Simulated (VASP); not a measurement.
A run of VASP 6.6.1 is set up as follows.

INCAR

```
SYSTEM = CdGaC6N6
PREC = Accurate
ENCUT = 600
EDIFF = 1E-6
ISMEAR = 0
SIGMA = 0.1
LREAL = .FALSE.
LASPH = .TRUE.
NELM = 200
ALGO = Normal
ISIF = 2
LWAVE = .FALSE.
LCHARG = .TRUE.
ISPIN = 2
MAGMOM = 0 0 1 1 1 1 1 1 1 1 1 1 1 1
LORBIT = 11
GGA = PE
LELF = .TRUE.
LVHAR = .TRUE.
NBANDS = 56
GGA_COMPAT = .FALSE.
```

KPOINTS

```
Automatic mesh
0
G
  4 4 4
  0 0 0
```

Contents of POSCAR:

```
CdGaC6N6
1.0
    0.0000000000      5.1635000000      5.1635000000
    5.1635000000      0.0000000000      5.1635000000
    5.1635000000      5.1635000000      0.0000000000
Cd Ga C N
1 1 6 6
Direct
    0.5000000000      0.5000000000      0.5000000000
    0.0000000000      0.0000000000      0.0000000000
    0.8164036000      0.1835964000      0.1835964000
    0.1835964000      0.8164036000      0.1835964000
    0.1835964000      0.1835964000      0.8164036000
    0.1835964000      0.8164036000      0.8164036000
    0.8164036000      0.1835964000      0.8164036000
    0.8164036000      0.8164036000      0.1835964000
    0.7031083600      0.2968916400      0.2968916400
    0.2968916400      0.7031083600      0.2968916400
    0.2968916400      0.2968916400      0.7031083600
    0.2968916400      0.7031083600      0.7031083600
    0.7031083600      0.2968916400      0.7031083600
    0.7031083600      0.7031083600      0.2968916400
```

Potentials or basis: VASP PAW PBE potentials, release 64 (Cd, Ga_d, C, N).

Command:

```sh
$ cat potpaw_PBE.64/Cd/POTCAR potpaw_PBE.64/Ga_d/POTCAR potpaw_PBE.64/C/POTCAR potpaw_PBE.64/N/POTCAR > POTCAR
$ mpirun -np 1 vasp_std > vasp.out
```

(1) Estimate the pressure.

(2) What does it give for the net moment?

Results:

(1) 13.7 GPa.

(2) 0.35 μB per cell.

Caveat: the cell stands under pressure.
